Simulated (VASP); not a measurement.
# BN (P6_3/mmc) in VASP: notebook, part 2 of 2

VASP 6.6.1.

### Step 3. Single point, PBE+D3(BJ) (strain -0.080 along x and y, +0.080 along z)

INCAR

```
SYSTEM = BN
PREC = Accurate
ENCUT = 520
EDIFF = 1E-6
ISMEAR = 0
SIGMA = 0.05
LREAL = .FALSE.
LASPH = .TRUE.
NELM = 100
ALGO = Normal
ISIF = 2
LWAVE = .FALSE.
LCHARG = .TRUE.
GGA = PE
IVDW = 12
LELF = .TRUE.
LVHAR = .TRUE.
NBANDS = 16
```

KPOINTS

```
regular mesh
0
G
  12 12 4
  0 0 0
```

POSCAR

```
BN
1.0
    2.3059230574      0.0000000000      0.0000000000
   -1.1529615287      1.9969879469      0.0000000000
    0.0000000000      0.0000000000      7.1461945996
B N
2 2
Direct
    0.3333333333      0.6666666667      0.2500000000
    0.6666666667      0.3333333333      0.7500000000
    0.3333333333      0.6666666667      0.7500000000
    0.6666666667      0.3333333333      0.2500000000
```

Potentials or basis: VASP PAW PBE potentials, release 64 (B, N).

Started as:

```sh
> cat potpaw_PBE.64/B/POTCAR potpaw_PBE.64/N/POTCAR > POTCAR
> mpirun -np 1 vasp_std > vasp.out
```

Run time: 16 s. Hardware: 1 thread of AMD EPYC 9R45 (Zen 5), shared host; peak memory 0.14 GiB.

Results (log left out):

```yaml
Free_energy: -33.7309 eV
Pressure: 79.5 GPa
Band_gap_on_the_k_mesh: 4.57 eV, indirect (least direct gap 5.28 eV)
Dispersion_energy_per_atom: -0.144 eV
```

Stress tensor (GPa, compression positive):
```
120.38   0.00   0.00
  0.00 120.38   0.00
  0.00   0.00  -2.31
```

Levels at points of the mesh, in eV from the valence-band top:
```
           k point  band 6  band 7  band 8  band 9  band 10  band 11
(0.00, 0.00, 0.00)   -0.96   -0.95   -0.95    4.57     9.52    13.77
(0.50, 0.00, 0.00)   -4.49   -1.48   -0.90    4.79     5.82    11.62
(0.00, 0.00, 0.50)   -0.96   -0.96   -0.96    6.62     6.62    13.79
(0.50, 0.00, 0.50)   -4.50   -1.19   -1.19    5.20     5.20    12.43
```

Caveat: the cell differs from its parent crystal (strain -0.080 along x and y, +0.080 along z). A k mesh can miss the band edges.

### Step 4. Single point, PBE+D3(BJ) (strain +0.000 along x and y, -0.080 along z)

INCAR

```
SYSTEM = BN
  ALGO = Normal
  EDIFF = 1E-6
  ENCUT = 520
  GGA = PE
  ISIF = 2
  ISMEAR = 0
  IVDW = 12
  LASPH = .True.
  LCHARG = .False.
  LREAL = .False.
  LWAVE = .False.
  NBANDS = 16
  NELM = 80
  PREC = Accurate
  SIGMA = 0.05
```

KPOINTS

```
k-points
0
Gamma
  12 12 4
  0 0 0
```

POSCAR

```
BN
1.0
    2.5064381059      0.0000000000      0.0000000000
   -1.2532190530      2.1706390727      0.0000000000
    0.0000000000      0.0000000000      6.0874991034
B N
2 2
Direct
    0.3333333333      0.6666666667      0.2500000000
    0.6666666667      0.3333333333      0.7500000000
    0.3333333333      0.6666666667      0.7500000000
    0.6666666667      0.3333333333      0.2500000000
```

Potentials or basis: VASP PAW PBE potentials, release 64 (B, N).

Started as:

```sh
> cat potpaw_PBE.64/B/POTCAR potpaw_PBE.64/N/POTCAR > POTCAR
> mpirun -np 1 vasp_std > vasp.out
```

OUTCAR:

```text
SYSTEM = BN
   EDIFF = 1E-6
   ENCUT = 520
   GGA = PE
   ISIF = 2
   ISMEAR = 0
   IVDW = 12
   LASPH = .True.
   LREAL = .False.
   NELM = 80
   PREC = Accurate
 IVDW          = 12

 ion  position               nearest neighbor table
   1  0.333  0.667  0.250-   4 1.45   4 1.45   4 1.45
   2  0.667  0.333  0.750-   3 1.45   3 1.45   3 1.45
   3  0.333  0.667  0.750-   2 1.45   2 1.45   2 1.45
   4  0.667  0.333  0.250-   1 1.45   1 1.45   1 1.45

  LATTYP: Found a hexagonal cell.
[... 660 lines left out ...]

  FORCE on cell =-STRESS in cart. coord.  units (eV):
  Direction    XX          YY          ZZ          XY          YZ          ZX
  --------------------------------------------------------------------------------------
  -------------------------------------------------------------------------------------
  Total       0.02534     0.02534     0.76292    -0.00000    -0.00000    -0.00000
  in kB       1.22562     1.22562    36.90683    -0.00000    -0.00000    -0.00000
  external pressure =       13.12 kB  Pullay stress =        0.00 kB

 VOLUME and BASIS-vectors are now :
 -----------------------------------------------------------------------------
  energy-cutoff  :      520.00
  volume of cell :       33.12
      direct lattice vectors                 reciprocal lattice vectors
     2.506438106  0.000000000  0.000000000     0.398972549  0.230346909  0.000000000
    -1.253219053  2.170639073  0.000000000     0.000000000  0.460693817  0.000000000
     0.000000000  0.000000000  6.087499103     0.000000000  0.000000000  0.164271071

 POSITION                                       TOTAL-FORCE (eV/Angst)
 -----------------------------------------------------------------------------------
     -0.00000      1.44709      1.52187         0.000000      0.000000      0.000000
      1.25322      0.72355      4.56562        -0.000000     -0.000000      0.000000
     -0.00000      1.44709      4.56562        -0.000000      0.000000      0.000000
      1.25322      0.72355      1.52187        -0.000000     -0.000000      0.000000
 -----------------------------------------------------------------------------------
    total drift:                                0.000000     -0.000000      0.000000

  FREE ENERGIE OF THE ION-ELECTRON SYSTEM (eV)
  ---------------------------------------------------
  free  energy   TOTEN  =       -35.6878943402 eV

  energy  without entropy=      -35.6878943402  energy(sigma->0) =      -35.68789434
```

OSZICAR:

```text
N       E                     dE             d eps       ncg     rms          rms(c)
DAV:   1     0.477387701519E+02    0.47739E+02   -0.80700E+03  1824   0.935E+02
DAV:   2    -0.354433814443E+02   -0.83182E+02   -0.75798E+02  2576   0.225E+02
DAV:   3    -0.384577756121E+02   -0.30144E+01   -0.30052E+01  2328   0.416E+01
DAV:   4    -0.384736422393E+02   -0.15867E-01   -0.15864E-01  2336   0.335E+00
DAV:   5    -0.384737678013E+02   -0.12556E-03   -0.12556E-03  2296   0.283E-01    0.112E+01
DAV:   6    -0.353840549927E+02    0.30897E+01   -0.48491E+00  2264   0.173E+01    0.502E+00
DAV:   7    -0.351308332820E+02    0.25322E+00   -0.56391E-01  2416   0.556E+00    0.315E+00
DAV:   8    -0.350666263478E+02    0.64207E-01   -0.20140E-01  2344   0.308E+00    0.453E-01
DAV:   9    -0.350618682057E+02    0.47581E-02   -0.13026E-02  2136   0.976E-01    0.194E-01
DAV:  10    -0.350625564525E+02   -0.68825E-03   -0.11865E-03  2144   0.264E-01    0.334E-02
DAV:  11    -0.350626196865E+02   -0.63234E-04   -0.80777E-05  2216   0.736E-02    0.227E-02
DAV:  12    -0.350626289457E+02   -0.92592E-05   -0.21815E-05  2096   0.342E-02    0.239E-03
DAV:  13    -0.350626290601E+02   -0.11436E-06   -0.43560E-07  1880   0.528E-03
   1 F= -.35687894E+02 E0= -.35687894E+02  d E =-.469087E-14
```

stdout:

```text
POSCAR found type information on POSCAR B N
 POSCAR found :  2 types and       4 ions
 scaLAPACK will be used
 LDA part: xc-table for (Slater+PW92), standard interpolation
 POSCAR, INCAR and KPOINTS ok, starting setup
 FFT: planning ... GRIDC
 FFT: planning ... GRID_SOFT
 FFT: planning ... GRID
 WAVECAR not read
 entering main loop
```

Wall time 16 s (1 thread of AMD EPYC 9R45 (Zen 5), shared host); peak memory 0.14 GiB.

Results:

| Item | Value |
| --- | --- |
| Free energy | -35.6879 eV |
| Pressure | 1.3 GPa |
| Band gap on the k mesh | 4.10 eV, indirect (least direct gap 4.40 eV) |
| Dispersion energy per atom | -0.156 eV |

Caveat: the cell differs from its parent crystal (strain +0.000 along x and y, -0.080 along z).

### Step 5. Overview

```tsv
cell	gap on the mesh (eV)	pressure (GPa)
a = 2.406, b = 2.406, c = 6.352 Å, angles 90.0, 90.0, 120.0°, 4 atoms	4.38	37.4
a = 2.306, b = 2.306, c = 7.146 Å, angles 90.0, 90.0, 120.0°, 4 atoms	4.57	79.5
a = 2.506, b = 2.506, c = 6.087 Å, angles 90.0, 90.0, 120.0°, 4 atoms	4.10	1.3
```

Alike in all rows: task single point; level PBE+D3(BJ); potentials or basis VASP PAW PBE potentials, release 64 (B, N); no spin polarisation; k mesh 12 × 12 × 4; cutoff (eV) 520; smearing gaussian 0.05 eV.

Absolute energies hang on the potentials; compare differences alone.
